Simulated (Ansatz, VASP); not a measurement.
**Two plane-wave programs on Sc**

File POSCAR:

```
Sc
1.0
    3.3280716152      0.0000000000      0.0000000000
   -1.6640358076      2.8821945644      0.0000000000
    0.0000000000      0.0000000000      5.2121495536
Sc
2
Direct
    0.3333333333      0.6666666667      0.2500000000
    0.6666666667      0.3333333333      0.7500000000
```

File INCAR.step1:

```
PREC = Accurate
ENCUT = 520
ISMEAR = -1
SIGMA = 0.03
LREAL = False
LASPH = True
NELM = 80
NBANDS = 18
GGA = PE
ALGO = Normal
EDIFF = 1E-4
LWAVE = True
LCHARG = False
```

File INCAR.step2:

```
PREC = Accurate
ENCUT = 520
EDIFF = 1E-7
ISMEAR = -1
SIGMA = 0.03
LREAL = False
LASPH = True
NELM = 80
ALGO = Normal
ISIF = 2
LWAVE = False
LCHARG = True
METAGGA = R2SCAN
LMIXTAU = True
LELF = True
LVHAR = True
NBANDS = 18
ISTART = 1
```

Contents of KPOINTS:

```
Automatic mesh
0
Gamma
  11 11 6
```

Input for Ansatz:

```yaml
crystal:
  lattice:
    - [3.3280716152, 0.0, 0.0]
    - [-1.6640358076, 2.8821945644, 0.0]
    - [0.0, 0.0, 5.2121495536]
  atoms:
    - { symbol: Sc, position: [0.3333333333, 0.6666666667, 0.25] }
    - { symbol: Sc, position: [0.6666666667, 0.3333333333, 0.75] }
hamiltonian:
  xc: r2scan
  pseudopotentials:
    kind: paw
    azcp:
      Sc: "pseudopotentials/Sc.paw.azcp"
basis:
  ecutwfc: 500
  fft_grid_basis: typed
kpoints:
  mp_grid: { grid: [11, 11, 6], shift: [0, 0, 0] }
magnetization:
  spin_polarized: false
scf:
  occupations: { method: fermi_dirac, width: 0.03 }
  lower_state_search: "off"
output:
  stress: true
```

Alike in both runs: task single point; functional r2SCAN; k mesh 11 × 11 × 6; occupations fermi-dirac, width 0.03 eV; no spin polarisation.

```csv
,VASP,Ansatz
version,VASP 6.6.1,Ansatz 0.2.0
potentials or method,"VASP PAW PBE potentials, release 64 (Sc_sv), cutoff 520 eV","plane waves (500 eV) with PAW, scalar-relativistic"
valence electrons in the cell,22,22
```

Ansatz gave:

| Property | Result |
| --- | --- |
| pressure (GPa) | -0.2 |
| traceless stress, the component that is largest in VASP (GPa) | -0.24 |

**Question.** Estimate VASP's values.

**Answer.** Pressure (GPa): 0.0; traceless stress, the component that is largest in VASP (GPa): -0.23.

VASP's potentials were made for PBE, not for r2SCAN.
